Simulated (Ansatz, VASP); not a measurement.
**C: VASP beside Ansatz**

```
C
1.0
     1.21885    0.70370    3.25572
    -1.21885    0.70370    3.25572
     0.00000   -1.40740    3.25572
C
2
Direct
  0.14217 0.19099 0.16658
  0.85783 0.80901 0.83342
```

Change from the starting cell: mode 5 frozen in at -0.060 Å, equal normal strain along x, y and z -0.0083.

Alike in both runs: task single point; functional PBEsol; dispersion D3(BJ); k mesh 15 × 15 × 15; occupations gaussian, width 0.05 eV; no spin polarisation.

```csv
,VASP,Ansatz
version,VASP 6.6.1,Ansatz 0.2.0
potentials or method,"VASP PAW PBE potentials, release 64 (C), cutoff 520 eV","scalar-relativistic, plane waves, PAW"
valence electrons in the cell,8,8
```

```csv
,VASP,Ansatz,Ansatz less VASP
gap on the k mesh at the Fermi level (eV),0.09,0.09,0.000
least direct gap on the mesh (eV),0.20,0.20,0.000
pressure (GPa),15.9,15.2,-0.69
"traceless stress, the component that is largest in VASP (GPa)",-18.11,-17.80,+0.313
rms of the force components (eV/Å),4.083,4.072,-0.0108
```

VASP's potentials were made for PBE, not for PBEsol, and Ansatz warns of the same on its side. Atom by atom the forces differ by 0.011 eV/Å (rms over components).
